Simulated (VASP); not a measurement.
**SnO2: single point with LDA**

SnO2:

```
Sn O
1.0
     4.72013    0.00000    0.00000
     0.00000    4.72063    0.00000
     0.00000    0.00000    3.18882
Sn O
2 4
Direct
  0.50000 0.50000 0.50000
  0.00000 0.00000 0.00000
  0.33285 0.27931 0.00000
  0.83285 0.22069 0.50000
  0.16715 0.77931 0.50000
  0.66715 0.72069 0.00000
```

This cell differs from its parent crystal: atoms displaced along a vibrational mode.

```
Program             : VASP 6.6.1
Task                : single point
Functional          : LDA
Potentials or basis : VASP PAW LDA potentials, release 64 (Sn_d, O)
Cutoff              : 520 eV
k mesh              : 6 × 6 × 8
Occupations         : gaussian, width 0.05 eV
Spin                : no spin polarisation
```

```
Pressure               : -0.3 GPa
Largest force          : 0.160 eV/Å
Band gap on the k mesh : 1.40 eV (least direct gap 1.41 eV)
```

Forces in eV/Å, atoms in the order of the input:
```
Sn   0.000  0.000  0.000
Sn   0.000  0.000  0.000
O   -0.063  0.147  0.000
O   -0.063 -0.147  0.000
O    0.063  0.147  0.000
O    0.063 -0.147  0.000
```

Stress tensor (GPa, compression positive):
```
 0.55  0.00  0.00
 0.00 -1.36  0.00
 0.00  0.00 -0.02
```

Levels at points of the mesh, in eV from the valence-band top:
| k point | band 23 | band 24 | band 25 | band 26 | band 27 | band 28 | band 29 | band 30 |
| --- | --- | --- | --- | --- | --- | --- | --- | --- |
| (0.00, 0.00, 0.00) | -0.98 | -0.61 | -0.49 | -0.01 | 1.40 | 6.05 | 6.25 | 6.37 |
| (0.50, 0.00, 0.00) | -1.03 | -1.03 | -0.57 | -0.57 | 4.60 | 4.60 | 7.45 | 7.45 |
| (0.00, 0.50, 0.00) | -1.03 | -1.03 | -0.27 | -0.27 | 4.28 | 4.28 | 6.57 | 6.57 |
| (0.50, 0.50, 0.00) | -1.17 | -1.17 | -0.66 | -0.66 | 4.90 | 4.90 | 7.41 | 7.41 |
| (0.00, 0.00, 0.50) | -1.56 | -1.56 | -0.96 | -0.96 | 6.12 | 6.12 | 9.61 | 9.61 |
| (0.50, 0.00, 0.50) | -1.11 | -1.11 | -0.43 | -0.43 | 6.29 | 6.29 | 7.80 | 7.80 |
| (0.00, 0.50, 0.50) | -0.80 | -0.80 | -0.70 | -0.70 | 6.47 | 6.47 | 8.18 | 8.18 |
| (0.50, 0.50, 0.50) | -0.83 | -0.83 | -0.58 | -0.58 | 4.84 | 4.84 | 8.85 | 8.85 |

Run time: 4.3 min on 1 thread of Intel Xeon 8259CL, with other jobs on the host, peak memory 0.26 GiB.

Caveat: the cell differs from its parent crystal (atoms displaced along a vibrational mode); spin-orbit coupling is left out, which moves the levels of the heavy elements.
